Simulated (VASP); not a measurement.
# FeCo (Pm-3m) in VASP: further runs

The runs below take FeCo through electric field gradients, single point, with PBE.

Everything below comes from runs of VASP 6.6.1. Logs are shortened: lines on timing, memory, paths and dates and some standing lists are left out, and cuts for length are marked.

### 1 The cell of the first run

The structure is cubic, space group Pm-3m (No. 221). The conventional cell has a = 2.809 Å, b = 2.809 Å, c = 2.809 Å, α = 90.00°, β = 90.00°, γ = 90.00°. Within 3.2 Å of Fe (site symmetry m-3m) lie 8 Co at 2.43 Å and 6 Fe at 2.81 Å. Co (site symmetry m-3m) has 8 Fe at 2.43 Å and 6 Co at 2.81 Å within 3.2 Å.

### 2 Electric field gradients, PBE, collinear spin, ferromagnetic start (11.08 Å³/atom)

The input, INCAR:

```
PREC = Accurate
ENCUT = 520
EDIFF = 1E-8
ISMEAR = -1
SIGMA = 0.05
LREAL = F
LASPH = T
NELM = 200
ALGO = Normal
ISIF = 2
LWAVE = F
LCHARG = F
ISPIN = 2
MAGMOM = 3 2
LORBIT = 11
LMAXMIX = 4
GGA = PE
LEFG = T
NBANDS = 20
GGA_COMPAT = F
```

The input, KPOINTS:

```
Automatic mesh
0
Gamma
  13 13 13
```

The input, POSCAR:

```
FeCo
1.0
    2.8085669146      0.0000000000      0.0000000000
    0.0000000000      2.8085669146      0.0000000000
    0.0000000000      0.0000000000      2.8085669146
Fe Co
1 1
Direct
    0.5000000000      0.5000000000      0.5000000000
    0.0000000000      0.0000000000      0.0000000000
```

Potentials or basis: VASP PAW PBE potentials, release 64 (Fe, Co).

On the command line:

```console
> cat potpaw_PBE.64/Fe/POTCAR potpaw_PBE.64/Co/POTCAR > POTCAR
> mpirun -np 1 vasp_std > vasp.out
```

OUTCAR:

```text
PREC = Accurate
   ENCUT = 520
   EDIFF = 1E-8
   ISMEAR = -1
   LREAL = F
   LASPH = T
   NELM = 200
   ISIF = 2
   ISPIN = 2
   LORBIT = 11
   GGA = PE

 ion  position               nearest neighbor table
   1  0.500  0.500  0.500-   2 2.43   2 2.43   2 2.43   2 2.43   2 2.43   2 2.43   2 2.43   2 2.43

   2  0.000  0.000  0.000-   1 2.43   1 2.43   1 2.43   1 2.43   1 2.43   1 2.43   1 2.43   1 2.43

  LATTYP: Found a simple cubic cell.
 ALAT       =     2.8085669146

  Lattice vectors:

 A1 = (   2.8085669146,   0.0000000000,   0.0000000000)
 A2 = (   0.0000000000,   2.8085669146,   0.0000000000)
 A3 = (   0.0000000000,   0.0000000000,   2.8085669146)

Analysis of symmetry for initial positions (statically):
=====================================================================
 Subroutine PRICEL returns:
 Original cell was already a primitive cell.

 Routine SETGRP: Setting up the symmetry group for a
 simple cubic supercell.

 Subroutine GETGRP returns: Found 48 space group operations
 (whereof 48 operations were pure point group operations)
 out of a pool of 48 trial point group operations.

The static configuration has the point symmetry O_h .

Analysis of symmetry for dynamics (positions and initial velocities):
=====================================================================
 Subroutine PRICEL returns:
 Original cell was already a primitive cell.

 Routine SETGRP: Setting up the symmetry group for a
 simple cubic supercell.

 Subroutine GETGRP returns: Found 48 space group operations
 (whereof 48 operations were pure point group operations)
 out of a pool of 48 trial point group operations.

The dynamic configuration has the point symmetry O_h .

Analysis of structural, dynamic, and magnetic symmetry:
=====================================================================
 Subroutine PRICEL returns:
 Original cell was already a primitive cell.

 Routine SETGRP: Setting up the symmetry group for a
 simple cubic supercell.

 Subroutine GETGRP returns: Found 48 space group operations
 (whereof 48 operations were pure point group operations)
 out of a pool of 48 trial point group operations.

The overall configuration has the point symmetry O_h .

 Subroutine INISYM returns: Found 48 space group operations
 (whereof 48 operations are pure point group operations),
 and found     1 'primitive' translations

----------------------------------------------------------------------------------------

                                     Primitive cell

  volume of cell :      22.1541

  direct lattice vectors                    reciprocal lattice vectors
     2.808566915  0.000000000  0.000000000     0.356053472  0.000000000  0.000000000
     0.000000000  2.808566915  0.000000000     0.000000000  0.356053472  0.000000000
     0.000000000  0.000000000  2.808566915     0.000000000  0.000000000  0.356053472

  length of vectors
     2.808566915  2.808566915  2.808566915     0.356053472  0.356053472  0.356053472

  position of ions in fractional coordinates (direct lattice)
     0.500000000  0.500000000  0.500000000
     0.000000000  0.000000000  0.000000000

  ion indices of the primitive-cell ions
   primitive index   ion index
                 1           1
                 2           2

----------------------------------------------------------------------------------------

 KPOINTS: Automatic mesh

Automatic generation of k-mesh.
 Grid dimensions read from file:
 generate k-points for:   13   13   13

 Generating k-lattice:

  Cartesian coordinates                     Fractional coordinates (reciprocal lattice)
     0.027388729  0.000000000  0.000000000     0.076923077  0.000000000  0.000000000
[... 59 lines left out ...]
   EDIFF  = 0.1E-07   stopping-criterion for ELM
   LREAL  =      F    real-space projection
   EDIFFG = 0.1E-06   stopping-criterion for IOM
   NSW    =      0    number of steps for IOM
   IBRION =     -1    ionic relax: 0-MD 1-quasi-New 2-CG
   NFREE  =      0    steps in history (QN), initial steepest desc. (CG)
   ISIF   =      2    stress and relaxation
   ISYM   =      2    0-nonsym 1-usesym 2-fastsym
   POTIM  = 0.5000    time-step for ionic-motion
   TEBEG  =    0.0;   TEEND  =   0.0 temperature during run
   PSTRESS=    0.0 pullay stress
   NELECT =      17.0000    total number of electrons
   NUPDOWN=      -1.0000    fix difference up-down
   EMIN   =  10.00;   EMAX   =-10.00  energy-range for DOS
   EFERMI =   0.00;   METHOD = LEGACY
   ISMEAR =    -1;   SIGMA  =   0.05  broadening in eV -4-tet -1-fermi 0-gaus
   EFERMI_NEDOS =   21; number of points for ismear=-14 and -15
   IALGO  =     38    algorithm
   IMIX   =      4    mixing-type and parameters
     AMIX     =   0.40;   BMIX     =  1.00
     AMIX_MAG =   1.60;   BMIX_MAG =  1.00
  volume/ion in A,a.u.               =      11.08        74.75
  Fermi-wavevector in a.u.,A,eV,Ry     =   1.498786  2.832295 30.563586  2.246360
  Thomas-Fermi vector in A             =   2.610500
   LORBIT       =     11    0 simple, 1 ext, 2 COOP (PROOUT), +10 PAW based schemes
   GGA     = PE    functional components
   LHFCALC =     F    Hartree Fock is set to
   AEXX    =    0.0000 exact exchange contribution
   IVDW    =     0    specifies the selected vdW correction
   LEPSILON=     F    determine dielectric tensor
   LRPA    =     F    only Hartree local field effects (RPA)
 spin polarized calculation
  energy-cutoff  :      520.00
  volume of cell :       22.15
 maximum number of plane-waves:       619
 NGX is ok and might be reduce to    24
   NGX = 11   NGY = 11   NGZ = 11

 number of electron      17.0000004 magnetization       4.4455355

 Free energy of the ion-electron system (eV)
  ---------------------------------------------------
  ext. energy  EPLUGINS =         0.00000000
  ---------------------------------------------------
  free energy    TOTEN  =       -15.39109291 eV

  energy without entropy =      -15.37804486  energy(sigma->0) =      -15.38456888

 E-fermi :   8.5605     XC(G=0): -13.2657

 val. band max:        8.5503310998   @ k =   0.3077   0.1538   0.0000
 cond. band min:       8.5635888850   @ k =   0.3077   0.3077   0.0000
 fundamental gap:      0.0132577852
 Fermi energy:         8.5604935375

 spin component 1

 k-point     1 :       0.0000    0.0000    0.0000
  band No.  band energies     occupation
      1      -0.6899      1.00000
      2       2.9666      1.00000
      3       2.9666      1.00000
      4       5.4010      1.00000
      5       5.4010      1.00000
      6       5.4010      1.00000
[... 541 lines left out ...]
     19      32.6449      0.00000
     20      35.3531      0.00000

 [... further k-points ...]

 spin component 2

 k-point     1 :       0.0000    0.0000    0.0000
  band No.  band energies     occupation
      1      -0.5355      1.00000
      2       4.8112      1.00000
      3       4.8113      1.00000
      4       7.2940      1.00000
      5       7.2940      1.00000
      6       7.2940      1.00000
[... 541 lines left out ...]
     19      33.0952      0.00000
     20      35.5916      0.00000

 [... further k-points ...]

------------------------ aborting loop because EDIFF is reached ----------------------------------------

  FORCE on cell =-STRESS in cart. coord.  units (eV):
  Direction    XX          YY          ZZ          XY          YZ          ZX
  --------------------------------------------------------------------------------------
  -------------------------------------------------------------------------------------
  Total        1.0150847      1.0150847      1.0150847     -0.0000000      0.0000000     -0.0000000
  in kB       73.4105617     73.4105617     73.4105617     -0.0000000      0.0000000     -0.0000000
  external PRESSURE =      73.4105617 kB  Pullay stress =       0.0000000 kB

 VOLUME and BASIS-vectors are now :
 -----------------------------------------------------------------------------
  energy-cutoff  :      520.00
  volume of cell :       22.15
      direct lattice vectors                 reciprocal lattice vectors
     2.808566915  0.000000000  0.000000000     0.356053472  0.000000000  0.000000000
     0.000000000  2.808566915  0.000000000     0.000000000  0.356053472  0.000000000
     0.000000000  0.000000000  2.808566915     0.000000000  0.000000000  0.356053472

 POSITION                                       TOTAL-FORCE (eV/Angst)
 -----------------------------------------------------------------------------------
      1.40428      1.40428      1.40428         0.000000      0.000000      0.000000
      0.00000      0.00000      0.00000         0.000000      0.000000      0.000000
 -----------------------------------------------------------------------------------
    total drift:                                0.000000      0.000000     -0.000000

  FREE ENERGIE OF THE ION-ELECTRON SYSTEM (eV)
  ---------------------------------------------------
  free  energy   TOTEN  =       -15.3910929066 eV

  energy  without entropy=      -15.3780448571  energy(sigma->0) =      -15.38456888

 Electric field gradients (V/A^2)
---------------------------------------------------------------------
 ion       V_xx      V_yy      V_zz      V_xy      V_xz      V_yz
---------------------------------------------------------------------
   1       0.000     0.000    -0.000    -0.000     0.000     0.000
   2      -0.000    -0.000     0.000    -0.000    -0.000    -0.000
---------------------------------------------------------------------

 Electric field gradients after diagonalization (V/A^2)
 (convention: |V_zz| > |V_xx| > |V_yy|)
----------------------------------------------------------------------
 ion       V_xx      V_yy      V_zz     asymmetry (V_yy - V_xx)/ V_zz
----------------------------------------------------------------------
   1       0.000    -0.000     0.000      -1.310
   2      -0.000    -0.000     0.000       0.034
----------------------------------------------------------------------

           NMR quadrupolar parameters

 Cq : quadrupolar parameter    Cq=e*Q*V_zz/h
 eta: asymmetry parameters     (V_yy - V_xx)/ V_zz
 Q  : nuclear electric quadrupole moment in mb (millibarn)
----------------------------------------------------------------------
 ion       Cq(MHz)       eta       Q (mb)
----------------------------------------------------------------------
   1       0.000      -1.310       1.000
   2       0.000       0.034       1.000
----------------------------------------------------------------------

 total charge

# of ion       s       p       d       tot
------------------------------------------
    1        0.487   0.558   6.188   7.233
    2        0.499   0.541   7.265   8.306
--------------------------------------------------
tot          0.987   1.099  13.453  15.539

 magnetization (x)

# of ion       s       p       d       tot
------------------------------------------
    1       -0.001  -0.046   2.762   2.715
    2       -0.011  -0.056   1.805   1.739
--------------------------------------------------
tot         -0.012  -0.102   4.567   4.454
```

Run time: 49 s. Hardware: 1 thread of Intel Xeon Platinum 8488C (Sapphire Rapids), shared host; peak memory 0.19 GiB.

What came out:

```yaml
Free_energy: -15.3911 eV
Pressure: 7.3 GPa
Net_moment: 4.45 μB per cell
Site_moments: Fe +2.71; Co +1.74 μB
Largest_electric_field_gradient_by_atom: zero within the noise of the run
Valence_electrons_inside_the_program's_atomic_spheres: Fe 7.23; Co 8.31
```

Caveat: the cell stands under pressure.

(Continued in part 2 of 3.)
